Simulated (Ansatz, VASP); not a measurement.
One calculation of Ir, two programs

```
Ir
1.0
     2.63148    0.00000    0.00000
    -1.31574    2.27893    0.00000
     0.00000    0.00000    4.27458
Ir
2
Direct
  0.33333 0.66667 0.25000
  0.66667 0.33333 0.75000
```

Change from the starting cell: volume scaled by 0.88, LAPW.

Alike in both runs: task single point; functional PBE; k mesh 18 × 18 × 10; occupations fermi-dirac, width 0.05 eV; no spin polarisation.

```csv
,VASP,Ansatz
version,VASP 6.6.1,Ansatz 0.2.0
potentials or method,"VASP PAW PBE potentials, release 64 (Ir), cutoff 520 eV","all-electron LAPW, scalar-relativistic"
```

```tsv
	VASP	Ansatz	Ansatz less VASP
pressure (GPa)	62.1	60.5	-1.60
```

Both programs put the cell under a high pressure, so it lies far from rest at this level. Ansatz ran all-electron here, and VASP with PAW potentials.

Neither program's run includes spin-orbit coupling. Noted on VASP's run: the cell as given lies far from equilibrium.
